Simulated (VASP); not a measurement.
CdS (Hawleyite):

```xyz
2
Lattice="0.0000 2.8792 2.8792 2.8792 0.0000 2.8792 2.8792 2.8792 0.0000" Properties=species:S:1:pos:R:3 pbc="T T T"
Cd    0.0000    0.0000    0.0000
S     1.4396    1.4396    1.4396
```

This cell differs from its parent crystal: volume changed by -6%.

Base run:

* Program: VASP 6.6.1
* Functional: r2SCAN
* Potentials or basis: VASP PAW PBE potentials, release 64 (Cd, S)
* Cutoff: 520 eV
* k mesh: 6 × 6 × 6
* Occupations: gaussian, width 0.01 eV
* Spin: no spin polarisation

Its results: band gap on the k mesh 1.68 eV, direct; pressure 4.7 GPa.

Problem. The run is repeated on the same cell with these changes: potentials or basis from VASP PAW PBE potentials, release 64 (Cd, S) to VASP PAW PBE potentials, release 64 (Cd_sv_GW, S); cutoff from 520 eV to 600 eV; further incar settings from ALGO = Normal; EDIFF = 1e-07; NBANDS = 16 to ALGO = Normal; EDIFF = 1e-06; NBANDS = 20; valence electrons from 18 to 26. What comes out?

Solution. Band gap on the k mesh 1.68 eV, direct; pressure 3.9 GPa.

Caveats: the PAW data sets were made with another functional, which shifts forces and pressure a little.

